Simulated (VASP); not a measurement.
Write the native input for VASP 6.6.1 that does the following.

- Task: relaxation of cell and atoms
- Functional: PBE
- Potentials or basis: VASP PAW PBE potentials, release 64 (Li_sv, Al, H)
- Cutoff: 600 eV
- k mesh: 4 × 4 × 6
- Occupations: gaussian, width 0.1 eV
- Spin: no spin polarisation
- Dipole correction: no
- Further INCAR settings: ALGO = Normal; EDIFF = 1e-07; IBRION = 2; EDIFFG = -0.04; NSW = 90; ISIF = 3

The structure of LiAlH3 lies in POSCAR:

```
LiAlH3
1.0
    5.1391747000      0.0000000000      0.0000000000
    0.0000000000      5.1391747000      0.0000000000
    0.0000000000      0.0000000000      3.6864144008
Li Al H
2 2 6
Direct
    0.0000000000      0.5000000000      0.5000000000
    0.5000000000      0.0000000000      0.5000000000
    0.5000000000      0.5000000000      0.0000000000
    0.0000000000      0.0000000000      0.0000000000
    0.8238402553      0.3238402553      0.0000000000
    0.6761597447      0.8238402553      0.0000000000
    0.5000000000      0.5000000000      0.5000000000
    0.1761597447      0.6761597447      0.0000000000
    0.3238402553      0.1761597447      0.0000000000
    0.0000000000      0.0000000000      0.5000000000
```

These files were run (other wordings do the same):

INCAR

```
SYSTEM = LiAlH3
PREC = Accurate
ENCUT = 600
EDIFF = 1E-7
ISMEAR = 0
SIGMA = 0.1
LREAL = .False.
LASPH = .True.
NELM = 100
ALGO = Normal
ISIF = 3
LWAVE = .False.
LCHARG = .False.
GGA = PE
IBRION = 2
NSW = 90
EDIFFG = -0.04
```

KPOINTS

```
Automatic mesh
0
Gamma
  4 4 6
  0 0 0
```

Potentials or basis: VASP PAW PBE potentials, release 64 (Li_sv, Al, H).

Launch:

```console
$ cat potpaw_PBE.64/Li_sv/POTCAR potpaw_PBE.64/Al/POTCAR potpaw_PBE.64/H/POTCAR > POTCAR
$ mpirun -np 1 vasp_std > vasp.out
```

It gave:

| Item | Value |
| --- | --- |
| Pressure after relaxing | -0.4 GPa |
| Largest force after relaxing | 0.009 eV/Å |
| Band gap on the k mesh | zero (bands 9 and 10 overlap by 3.48 eV) |

Caveat: the cutoff is under 1.25 times the usual one of these potentials, so pressure, stress and relaxed cells hold a basis-set (Pulay) error; the relaxation stopped at its first step, so nothing moved.

It took 74 s on 1 thread of Oxide Virtual Turin-like Processor (shared host), peak memory 0.2 GiB.
